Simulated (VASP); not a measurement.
# Sr2Ir (Fm-3m) in VASP: notebook

Sr2Ir is run at these levels: LDA; tasks: single point.

Everything below comes from runs of VASP 6.6.1. Logs are shortened: lines on timing, memory, paths and dates and some standing lists are left out, and cuts for length are marked.

### 1 The cell of the first run

It takes space group Fm-3m (No. 225, cubic). Conventional cell: a = 7.077 Å, b = 7.077 Å, c = 7.077 Å, α = 90.00°, β = 90.00°, γ = 90.00°. Sr (site symmetry -43m) has 4 Ir at 3.06 Å and 6 Sr at 3.54 Å within 4.0 Å. Within 4.0 Å of Ir (site symmetry m-3m) lie 8 Sr at 3.06 Å.

### 2 Single point, LDA

INCAR

```
SYSTEM = Sr2Ir
PREC     = Accurate       ! precision mode
ENCUT    = 520            ! plane-wave cutoff, eV
EDIFF    = 1E-7           ! SCF threshold, eV
ISMEAR   = -1             ! smearing method
SIGMA    = 0.1            ! smearing width, eV
LREAL    = .FALSE.        ! projectors in reciprocal space
LASPH    = .TRUE.         ! aspherical terms in the spheres
NELM     = 60             ! most SCF steps
ALGO     = Normal         ! electronic algorithm
ISIF     = 2              ! what is computed and relaxed
LWAVE    = .FALSE.        ! write WAVECAR
LCHARG   = .FALSE.        ! write CHGCAR
GGA      = CA             ! functional
NBANDS   = 22             ! bands
```

KPOINTS

```
Automatic mesh
0
G
  7 7 7
  0 0 0
```

POSCAR

```
Sr2Ir
1.0
    0.0000000000      3.5384883703      3.5384883703
    3.5384883703      0.0000000000      3.5384883703
    3.5384883703      3.5384883703      0.0000000000
Sr Ir
2 1
Direct
    0.7500000000      0.7500000000      0.7500000000
    0.2500000000      0.2500000000      0.2500000000
    0.0000000000      0.0000000000      0.0000000000
```

Potentials or basis: VASP PAW LDA potentials, release 64 (Sr_sv, Ir).

Launch:

```
$ cat potpaw_LDA.64/Sr_sv/POTCAR potpaw_LDA.64/Ir/POTCAR > POTCAR
$ mpirun -np 1 vasp_std > vasp.out
```

OUTCAR:

```text
SYSTEM = Sr2Ir
   PREC = Accurate
   ENCUT = 520
   EDIFF = 1E-7
   ISMEAR = -1
   LREAL = .FALSE.
   LASPH = .TRUE.
   NELM = 60
   ISIF = 2
   GGA = CA

 ion  position               nearest neighbor table
   1  0.750  0.750  0.750-   3 3.06   3 3.06   3 3.06   3 3.06   2 3.54   2 3.54   2 3.54   2 3.54
                             2 3.54   2 3.54
   2  0.250  0.250  0.250-   3 3.06   3 3.06   3 3.06   3 3.06   1 3.54   1 3.54   1 3.54   1 3.54
                             1 3.54   1 3.54
   3  0.000  0.000  0.000-   1 3.06   2 3.06   1 3.06   1 3.06   1 3.06   2 3.06   2 3.06   2 3.06

  LATTYP: Found a face centered cubic cell.
 ALAT       =     7.0769767406

  Lattice vectors:

 A1 = (   0.0000000000,   3.5384883703,   3.5384883703)
 A2 = (   3.5384883703,   0.0000000000,   3.5384883703)
 A3 = (   3.5384883703,   3.5384883703,   0.0000000000)

Analysis of symmetry for initial positions (statically):
=====================================================================
 Subroutine PRICEL returns:
 Original cell was already a primitive cell.

 Routine SETGRP: Setting up the symmetry group for a
 face centered cubic supercell.

 Subroutine GETGRP returns: Found 48 space group operations
[... 9 lines left out ...]

 Routine SETGRP: Setting up the symmetry group for a
 face centered cubic supercell.

 Subroutine GETGRP returns: Found 48 space group operations
[... 11 lines left out ...]
                                     Primitive cell

  volume of cell :      88.6101

  direct lattice vectors                    reciprocal lattice vectors
     0.000000000  3.538488370  3.538488370    -0.141303276  0.141303276  0.141303276
     3.538488370  0.000000000  3.538488370     0.141303276 -0.141303276  0.141303276
     3.538488370  3.538488370  0.000000000     0.141303276  0.141303276 -0.141303276

  length of vectors
     5.004178244  5.004178244  5.004178244     0.244744454  0.244744454  0.244744454

  position of ions in fractional coordinates (direct lattice)
     0.750000000  0.750000000  0.750000000
     0.250000000  0.250000000  0.250000000
     0.000000000  0.000000000  0.000000000

  ion indices of the primitive-cell ions
   primitive index   ion index
                 1           1
                 2           2
                 3           3

----------------------------------------------------------------------------------------

 KPOINTS: Automatic mesh

Automatic generation of k-mesh.
 Grid dimensions read from file:
 generate k-points for:    7    7    7

 Generating k-lattice:

  Cartesian coordinates                     Fractional coordinates (reciprocal lattice)
    -0.020186182  0.020186182  0.020186182     0.142857143  0.000000000  0.000000000
     0.020186182 -0.020186182  0.020186182     0.000000000  0.142857143  0.000000000
     0.020186182  0.020186182 -0.020186182     0.000000000  0.000000000  0.142857143

  Length of vectors
     0.034963493  0.034963493  0.034963493

  Shift w.r.t. Gamma in fractional coordinates (k-lattice)
     0.000000000  0.000000000  0.000000000

 Subroutine IBZKPT returns following result:
 ===========================================

 Found     20 irreducible k-points:

 Following reciprocal coordinates:
            Coordinates               Weight
  0.000000  0.000000  0.000000      1.000000
  0.142857  0.000000  0.000000      8.000000
  0.285714  0.000000  0.000000      8.000000
  0.428571  0.000000  0.000000      8.000000
  0.142857  0.142857  0.000000      6.000000
  0.285714  0.142857  0.000000     24.000000
[... 12 lines left out ...]
 -0.428571  0.428571  0.142857     24.000000
 -0.285714  0.428571  0.142857     24.000000
   k-points           NKPTS =     20   k-points in BZ     NKDIM =     20   number of bands    NBANDS=     22
   number of dos      NEDOS =    301   number of ions     NIONS =      3
   total plane-waves  NPLWV =  64000
   dimension x,y,z NGX =    40 NGY =   40 NGZ =   40
   dimension x,y,z NGXF=    80 NGYF=   80 NGZF=   80
   ions per type =               2   1
   NGX,Y,Z   is equivalent  to a cutoff of  13.29, 13.29, 13.29 a.u.
   NGXF,Y,Z  is equivalent  to a cutoff of  26.58, 26.58, 26.58 a.u.
 SYSTEM =  Sr2Ir
   PREC   = accura    normal or accurate (medium, high low for compatibility)
   ISTART =      0    job   : 0-new  1-cont  2-samecut
   ICHARG =      2    charge: 1-file 2-atom 10-const
   ISPIN  =      1    spin polarized calculation?
   LNONCOLLINEAR =      F non collinear calculations
   LSORBIT =      F    spin-orbit coupling
   LASPH  =      T    aspherical Exc in radial PAW
   ENCUT  =  520.0 eV  38.22 Ry    6.18 a.u.   9.30  9.30  9.30*2*pi/ulx,y,z
   NELM   =     60;   NELMIN=  2; NELMDL= -5     # of ELM steps
   EDIFF  = 0.1E-06   stopping-criterion for ELM
   LREAL  =      F    real-space projection
   EDIFFG = 0.1E-05   stopping-criterion for IOM
   NSW    =      0    number of steps for IOM
   IBRION =     -1    ionic relax: 0-MD 1-quasi-New 2-CG
   NFREE  =      0    steps in history (QN), initial steepest desc. (CG)
   ISIF   =      2    stress and relaxation
   ISYM   =      2    0-nonsym 1-usesym 2-fastsym
   POTIM  = 0.5000    time-step for ionic-motion
   TEBEG  =    0.0;   TEEND  =   0.0 temperature during run
   PSTRESS=    0.0 pullay stress
   NELECT =      29.0000    total number of electrons
   NUPDOWN=      -1.0000    fix difference up-down
   EMIN   =  10.00;   EMAX   =-10.00  energy-range for DOS
   EFERMI =   0.00;   METHOD = LEGACY
   ISMEAR =    -1;   SIGMA  =   0.10  broadening in eV -4-tet -1-fermi 0-gaus
   EFERMI_NEDOS =   21; number of points for ismear=-14 and -15
   IALGO  =     38    algorithm
   IMIX   =      4    mixing-type and parameters
     AMIX     =   0.40;   BMIX     =  1.00
     AMIX_MAG =   1.60;   BMIX_MAG =  1.00
  volume/ion in A,a.u.               =      29.54       199.32
  Fermi-wavevector in a.u.,A,eV,Ry     =   1.128183  2.131958 17.317467  1.272798
  Thomas-Fermi vector in A             =   2.264872
   LORBIT       =      0    0 simple, 1 ext, 2 COOP (PROOUT), +10 PAW based schemes
   GGA     = CA    functional components
   LHFCALC =     F    Hartree Fock is set to
   AEXX    =    0.0000 exact exchange contribution
   IVDW    =     0    specifies the selected vdW correction
   LEPSILON=     F    determine dielectric tensor
   LRPA    =     F    only Hartree local field effects (RPA)
 non-spin polarized calculation
  energy-cutoff  :      520.00
  volume of cell :       88.61
 maximum number of plane-waves:      2421
 NGX is ok and might be reduce to    40
   NGX = 19   NGY = 19   NGZ = 19

 number of electron      29.0000001 magnetization

 Free energy of the ion-electron system (eV)
  ---------------------------------------------------
  ext. energy  EPLUGINS =         0.00000000
  ---------------------------------------------------
  free energy    TOTEN  =       -14.48415932 eV

  energy without entropy =      -14.40870977  energy(sigma->0) =      -14.44643454

 E-fermi :   2.9873     XC(G=0):  -9.6705

 val. band max:        2.9674109684   @ k =   0.4286   0.2857   0.1429
 cond. band min:       3.0049059326   @ k =  -0.2857   0.1429   0.0000
 fundamental gap:      0.0374949643
 Fermi energy:         2.9873159520

 k-point     1 :       0.0000    0.0000    0.0000
  band No.  band energies     occupation
      1     -31.7736      2.00000
      2     -31.6091      2.00000
      3     -14.1573      2.00000
      4     -14.1573      2.00000
      5     -14.1573      2.00000
      6     -13.6524      2.00000
[... 14 lines left out ...]
     21      10.3109      0.00000
     22      10.3109      0.00000

 k-point     2 :       0.1429    0.0000    0.0000
  band No.  band energies     occupation
      1     -31.7650      2.00000
      2     -31.6171      2.00000
      3     -14.1355      2.00000
      4     -14.1346      2.00000
      5     -14.1346      2.00000
      6     -13.6954      2.00000
[... 14 lines left out ...]
     21       9.2199      0.00000
     22       9.7170      0.00000

 k-point     3 :       0.2857    0.0000    0.0000
  band No.  band energies     occupation
      1     -31.7412      2.00000
      2     -31.6394      2.00000
      3     -14.0794      2.00000
      4     -14.0702      2.00000
      5     -14.0702      2.00000
      6     -13.7975      2.00000
[... 14 lines left out ...]
     21       8.6103      0.00000
     22       8.6103      0.00000

 k-point     4 :       0.4286    0.0000    0.0000
  band No.  band energies     occupation
      1     -31.7079      2.00000
      2     -31.6716      2.00000
      3     -14.0059      2.00000
      4     -13.9745      2.00000
      5     -13.9745      2.00000
      6     -13.9062      2.00000
[... 14 lines left out ...]
     21       7.5729      0.00000
     22       7.5729      0.00000

 k-point     5 :       0.1429    0.1429    0.0000
  band No.  band energies     occupation
      1     -31.7626      2.00000
      2     -31.6192      2.00000
      3     -14.1697      2.00000
      4     -14.1697      2.00000
      5     -14.0456      2.00000
      6     -13.7964      2.00000
[... 317 lines left out ...]
 k-point    18 :      -0.4286    0.2857    0.1429
  band No.  band energies     occupation
      1     -31.7026      2.00000
      2     -31.6757      2.00000
      3     -14.2353      2.00000
      4     -14.1836      2.00000
      5     -13.9838      2.00000
      6     -13.8664      2.00000
[... 14 lines left out ...]
     21       7.3990      0.00000
     22       8.0755      0.00000

 k-point    19 :      -0.4286    0.4286    0.1429
  band No.  band energies     occupation
      1     -31.7078      2.00000
      2     -31.6698      2.00000
      3     -14.3110      2.00000
      4     -14.2430      2.00000
      5     -14.1087      2.00000
      6     -13.7299      2.00000
[... 14 lines left out ...]
     21       7.5781      0.00000
     22       7.7790      0.00000

 k-point    20 :      -0.2857    0.4286    0.1429
  band No.  band energies     occupation
      1     -31.6919      2.00000
      2     -31.6856      2.00000
      3     -14.3108      2.00000
      4     -14.2441      2.00000
      5     -13.9966      2.00000
      6     -13.8506      2.00000
[... 14 lines left out ...]
     21       7.5607      0.00000
     22       8.3762      0.00000

------------------------ aborting loop because EDIFF is reached ----------------------------------------

  FORCE on cell =-STRESS in cart. coord.  units (eV):
  Direction    XX          YY          ZZ          XY          YZ          ZX
  --------------------------------------------------------------------------------------
  -------------------------------------------------------------------------------------
  Total       -0.3561002     -0.3561002     -0.3561002      0.0000000     -0.0000000      0.0000000
  in kB       -6.4387190     -6.4387190     -6.4387190      0.0000000     -0.0000000      0.0000000
  external PRESSURE =      -6.4387190 kB  Pullay stress =       0.0000000 kB

 VOLUME and BASIS-vectors are now :
 -----------------------------------------------------------------------------
  energy-cutoff  :      520.00
  volume of cell :       88.61
      direct lattice vectors                 reciprocal lattice vectors
     0.000000000  3.538488370  3.538488370    -0.141303276  0.141303276  0.141303276
     3.538488370  0.000000000  3.538488370     0.141303276 -0.141303276  0.141303276
     3.538488370  3.538488370  0.000000000     0.141303276  0.141303276 -0.141303276

 POSITION                                       TOTAL-FORCE (eV/Angst)
 -----------------------------------------------------------------------------------
      5.30773      5.30773      5.30773         0.000000      0.000000      0.000000
      1.76924      1.76924      1.76924        -0.000000     -0.000000     -0.000000
      0.00000      0.00000      0.00000         0.000000      0.000000     -0.000000
 -----------------------------------------------------------------------------------
    total drift:                               -0.000000     -0.000000      0.000000

  FREE ENERGIE OF THE ION-ELECTRON SYSTEM (eV)
  ---------------------------------------------------
  free  energy   TOTEN  =       -14.4841593156 eV

  energy  without entropy=      -14.4087097743  energy(sigma->0) =      -14.44643454
```

Run time: 42 s. Hardware: 1 thread of AMD EPYC 7R13 (Zen 3), shared host; peak memory 0.17 GiB.

What came out:

| Property | Result |
| --- | --- |
| Free energy | -14.4842 eV |
| Pressure | -0.6 GPa |

Caveat: spin-orbit coupling is left out, which moves the levels of the heavy elements.

### 3 Single point, LDA

This run uses another cell than the first one, of 30.48 Å³/atom, 1.032 times its volume.

INCAR

```
ALGO = Normal
EDIFF = 1E-6
ENCUT = 520
GGA = CA
ISIF = 2
ISMEAR = -1
LASPH = T
LCHARG = F
LREAL = F
LWAVE = F
NBANDS = 22
NELM = 80
PREC = Accurate
SIGMA = 0.1
```

KPOINTS

```
k-points
0
Gamma
  7 7 7
```

POSCAR

```
Sr2Ir
1.0
    0.0000000000      3.5757383537      3.5757383537
    3.5757383537      0.0000000000      3.5757383537
    3.5757383537      3.5757383537      0.0000000000
Sr Ir
2 1
Direct
    0.7500000000      0.7500000000      0.7500000000
    0.2500000000      0.2500000000      0.2500000000
    0.0000000000      0.0000000000      0.0000000000
```

Potentials or basis: VASP PAW LDA potentials, release 64 (Sr_sv, Ir).

Launch:

```
$ cat potpaw_LDA.64/Sr_sv/POTCAR potpaw_LDA.64/Ir/POTCAR > POTCAR
$ mpirun -np 1 vasp_std > vasp.out
```

It took 47 s on 1 thread of AMD EPYC 7R13 (Zen 3), shared host; peak memory 0.18 GiB.

The run converged. Its results:

- Free energy: -14.4613 eV
- Pressure: -1.9 GPa

Levels at points of the mesh, in eV from the Fermi level:
```csv
k point,band 13,band 14,band 15,band 16,band 17,band 18
"(0.00, 0.00, 0.00)",-1.02,-1.02,0.63,0.63,0.63,3.24
```

Caveat: spin-orbit coupling is left out, which moves the levels of the heavy elements.

### 4 Single point, LDA

This run uses another cell than the first one, of 31.42 Å³/atom, 1.064 times its volume.

INCAR

```
SYSTEM = Sr2Ir
PREC = Accurate
ENCUT = 520
EDIFF = 1E-6
ISMEAR = -1
SIGMA = 0.1
LREAL = .FALSE.
LASPH = .TRUE.
NELM = 60
ALGO = Normal
ISIF = 2
LWAVE = .FALSE.
LCHARG = .TRUE.
LELF = .TRUE.
LVHAR = .TRUE.
NBANDS = 22
```

KPOINTS

```
Automatic mesh
0
G
  7 7 7
  0 0 0
```

POSCAR

```
Sr2Ir
1.0
    0.0000000000      3.6122280000      3.6122280000
    3.6122280000      0.0000000000      3.6122280000
    3.6122280000      3.6122280000      0.0000000000
Sr Ir
2 1
Direct
    0.7500000000      0.7500000000      0.7500000000
    0.2500000000      0.2500000000      0.2500000000
    0.0000000000      0.0000000000      0.0000000000
```

Launch:

```
$ cat potpaw_LDA.64/Sr_sv/POTCAR potpaw_LDA.64/Ir/POTCAR > POTCAR
$ mpirun -np 1 vasp_std > vasp.out
```

Run time: 59 s. Hardware: 1 thread of AMD EPYC 7R13 (Zen 3), shared host; peak memory 0.18 GiB.

It converged, with:

- Free energy: -14.4169 eV
- Pressure: -3.1 GPa

Levels at points of the mesh, in eV from the Fermi level:
| k point | band 10 | band 11 | band 12 | band 13 | band 14 | band 15 | band 16 | band 17 | band 18 | band 19 |
| --- | --- | --- | --- | --- | --- | --- | --- | --- | --- | --- |
| (0.00, 0.00, 0.00) | -1.61 | -1.61 | -0.99 | -0.99 | -0.99 | 0.68 | 0.68 | 0.68 | 3.19 | 3.19 |

Caveat: spin-orbit coupling is left out, which moves the levels of the heavy elements.

### 5 Single point, LDA

This run uses another cell than the first one, of 32.36 Å³/atom, 1.096 times its volume.

INCAR

```
SYSTEM = Sr2Ir
ALGO = Normal
EDIFF = 1E-6
ENCUT = 520
GGA = CA
ISIF = 2
ISMEAR = -1
LASPH = .TRUE.
LCHARG = .TRUE.
LELF = .TRUE.
LREAL = .FALSE.
LVHAR = .TRUE.
LWAVE = .FALSE.
NBANDS = 22
NELM = 100
PREC = Accurate
SIGMA = 0.1
```

KPOINTS

```
k-points
0
G
  7 7 7
  0 0 0
```

POSCAR

```
Sr2Ir
1.0
    0.0000000000      3.6479949598      3.6479949598
    3.6479949598      0.0000000000      3.6479949598
    3.6479949598      3.6479949598      0.0000000000
Sr Ir
2 1
Direct
    0.7500000000      0.7500000000      0.7500000000
    0.2500000000      0.2500000000      0.2500000000
    0.0000000000      0.0000000000      0.0000000000
```

Launch:

```
$ cat potpaw_LDA.64/Sr_sv/POTCAR potpaw_LDA.64/Ir/POTCAR > POTCAR
$ mpirun -np 1 vasp_std > vasp.out
```

Run time: 55 s. Hardware: 1 thread of AMD EPYC 7R13 (Zen 3), shared host; peak memory 0.18 GiB.

Results (log left out):

```yaml
Free_energy: -14.3544 eV
Pressure: -4.0 GPa
```

Levels at points of the mesh, in eV from the Fermi level:
```
           k point  band 10  band 11  band 12  band 13  band 14  band 15  band 16  band 17  band 18  band 19
(0.00, 0.00, 0.00)    -1.52    -1.52    -0.95    -0.95    -0.95     0.72     0.72     0.72     3.14     3.14
```

Caveat: spin-orbit coupling is left out, which moves the levels of the heavy elements.

[end of part 1 of 2]
